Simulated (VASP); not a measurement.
Wanted: the native input for a VASP 6.6.1 run.

| Item | Value |
| --- | --- |
| Task | relaxation of cell and atoms |
| Functional | PBE |
| Potentials or basis | VASP PAW PBE potentials, release 64 (Zr_sv, Mo_sv, C) |
| Cutoff | 600 eV |
| k mesh | 4 × 4 × 4 |
| Occupations | gaussian, width 0.1 eV |
| Spin | no spin polarisation |
| Dipole correction | no |
| Further INCAR settings | ALGO = Normal; EDIFF = 1e-06; IBRION = 2; EDIFFG = -0.04; NSW = 90; ISIF = 3 |

The structure of ZrMo2C2 lies in POSCAR:

```
ZrMo2C2
1.0
    4.1551276907      0.0000000000      0.0000000000
    0.0000000000      4.1551276907      0.0000000000
    0.0000000000      0.0000000000      7.3221676951
Zr Mo C
2 4 4
Direct
    0.0000000000      0.5000000000      0.3269337174
    0.5000000000      0.0000000000      0.6730662826
    0.0000000000      0.0000000000      0.0000000000
    0.5000000000      0.5000000000      0.0000000000
    0.0000000000      0.5000000000      0.6924996435
    0.5000000000      0.0000000000      0.3075003565
    0.0000000000      0.0000000000      0.5000000000
    0.5000000000      0.5000000000      0.5000000000
    0.0000000000      0.5000000000      0.9738016138
    0.5000000000      0.0000000000      0.0261983862
```

The cell was built from a structure type or drawn by symmetry, and may not be a known phase.

The input as run:

INCAR

```
PREC = Accurate
ENCUT = 600
EDIFF = 1E-6
ISMEAR = 0
SIGMA = 0.1
LREAL = False
LASPH = True
NELM = 100
ALGO = Normal
ISIF = 3
LWAVE = False
LCHARG = False
GGA = PE
IBRION = 2
NSW = 90
EDIFFG = -0.04
```

KPOINTS

```
Automatic mesh
0
Gamma
  4 4 4
```

Potentials or basis: VASP PAW PBE potentials, release 64 (Zr_sv, Mo_sv, C).

Run with:

```console
$ cat potpaw_PBE.64/Zr_sv/POTCAR potpaw_PBE.64/Mo_sv/POTCAR potpaw_PBE.64/C/POTCAR > POTCAR
$ mpirun -np 1 vasp_std > vasp.out
```

Results of the run:

```yaml
Relaxed_volume: 12.62 Å³/atom
Relaxed_cell: a = 4.168 Å, b = 4.168 Å, c = 7.265 Å, α = 90.00°, β = 90.00°, γ = 90.00°
Space_group_after_relaxing_to_0.1_Å: P4/nmm (No. 129)
Energy_gained_by_relaxing: 1.8 meV/atom
Ionic_steps: 9
Pressure_after_relaxing: 0.0 GPa
Largest_force_after_relaxing: 0.027 eV/Å
Band_gap_on_the_k_mesh: zero (bands 48 and 49 overlap by 0.31 eV)
```

Caveat: the k points lie up to 0.38 Å⁻¹ apart in the final cell.

Wall time 7.8 min on 1 thread of Intel(R) Xeon(R) 6975P-C (Granite Rapids), on a shared host, peak memory 0.37 GiB.
